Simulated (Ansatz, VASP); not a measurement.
## Two plane-wave programs on Na2S

File INCAR:

```
ALGO = Normal ; EDIFF = 1E-6
ENCUT = 500 ; GGA = PS
GGA_COMPAT = F ; ISIF = 2
ISMEAR = 0 ; IVDW = 12
LASPH = T ; LCHARG = T
LELF = T ; LREAL = F
LVHAR = T ; LWAVE = F
NBANDS = 17 ; NELM = 120
PREC = Accurate ; SIGMA = 0.05
```

File KPOINTS:

```
k-points
0
Gamma
  6 6 6
```

File POSCAR:

```
Na2S
1.0
    0.0000000000      3.2112376612      3.2112376612
    3.2112376612      0.0000000000      3.2112376612
    3.2112376612      3.2112376612      0.0000000000
Na S
2 1
Direct
    0.2500000000      0.2500000000      0.2500000000
    0.7500000000      0.7500000000      0.7500000000
    0.0000000000      0.0000000000      0.0000000000
```

Input for Ansatz:

```yaml
crystal:
  lattice:
    - [0.0, 3.2112376612, 3.2112376612]
    - [3.2112376612, 0.0, 3.2112376612]
    - [3.2112376612, 3.2112376612, 0.0]
  atoms:
    - { symbol: Na, position: [0.25, 0.25, 0.25] }
    - { symbol: Na, position: [0.75, 0.75, 0.75] }
    - { symbol: S, position: [0.0, 0.0, 0.0] }
basis:
  ecutwfc: 420
  ecutrho_ratio: 4
kpoints:
  mp_grid: { grid: [6, 6, 6] }
hamiltonian:
  xc: pbesol
  dispersion: d3bj
scf:
  occupations: { method: gaussian, width: 0.05 }
output:
  forces: true
  stress: true
  eigenvalues: true
```

Alike in both runs: task single point; functional PBEsol; dispersion D3(BJ); k mesh 6 × 6 × 6; occupations gaussian, width 0.05 eV; no spin polarisation.

|  | VASP | Ansatz |
| --- | --- | --- |
| version | VASP 6.6.1 | Ansatz 0.2.0 |
| potentials or method | VASP PAW PBE potentials, release 64 (Na_pv, S), cutoff 500 eV | scalar-relativistic, plane waves, PAW |
| valence electrons in the cell | 20 | 24 |

```tsv
	VASP	Ansatz	Ansatz less VASP
gap on the k mesh at the Fermi level (eV)	2.54	2.55	+0.004
least direct gap on the mesh (eV)	2.54	2.55	+0.004
pressure (GPa)	-0.6	-0.6	-0.06
```

VASP's potentials were made for PBE, not for PBEsol. VASP's potentials hold 20 valence electrons a cell and Ansatz's 24, so a difference there can come from the potentials and not from the codes.
